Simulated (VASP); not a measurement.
Write the native input for VASP 6.6.1 that does the following.

| Quantity | Value |
| --- | --- |
| Task | single point |
| Functional | PBEsol |
| Potentials or basis | VASP PAW PBE potentials, release 64 (Si, Ge_d) |
| Cutoff | 520 eV |
| k mesh | 12 × 12 × 6 |
| Occupations | gaussian, width 0.02 eV |
| Spin | no spin polarisation |
| Dipole correction | no |
| Further INCAR settings | ALGO = Normal; EDIFF = 1e-06; NBANDS = 26 |

The structure of SiGe lies in POSCAR:

```
SiGe
1.0
    3.9058689142      0.0000000000      0.0000000000
   -1.9529344571      3.3825817036      0.0000000000
    0.0000000000      0.0000000000      6.3789588444
Si Ge
2 2
Direct
    0.6666666662      0.3333333338      0.8752784685
    0.3333333338      0.6666666662      0.3752784685
    0.6666666672      0.3333333328      0.4997205315
    0.3333333328      0.6666666672     -0.0002794685
```

This cell differs from its parent crystal: uniaxial strain along c: -1.0 %, then relaxed in part.

One way to write it, as run:

INCAR

```
  ALGO = Normal
  EDIFF = 1E-6
  ENCUT = 520
  GGA = PS
  ISIF = 2
  ISMEAR = 0
  LASPH = T
  LCHARG = T
  LELF = T
  LREAL = F
  LVHAR = T
  LWAVE = F
  NBANDS = 26
  NELM = 60
  PREC = Accurate
  SIGMA = 0.02
```

KPOINTS

```
k-points
0
Gamma
  12 12 6
```

Potentials or basis: VASP PAW PBE potentials, release 64 (Si, Ge_d).

Command:

```console
$ cat potpaw_PBE.64/Si/POTCAR potpaw_PBE.64/Ge_d/POTCAR > POTCAR
$ mpirun -np 1 vasp_std > vasp.out
```

Results of the run:

The pressure is 0.6 GPa. The band gap on the k mesh is 0.30 eV (least direct gap 0.31 eV).

Caveat: the cell differs from its parent crystal (uniaxial strain along c: -1.0 %, then relaxed in part); the PAW data sets were made with another functional, which shifts forces and pressure a little.

It took 67 s on 1 thread of Intel(R) Xeon(R) 6975P-C (Granite Rapids), on a shared host, peak memory 0.29 GiB.
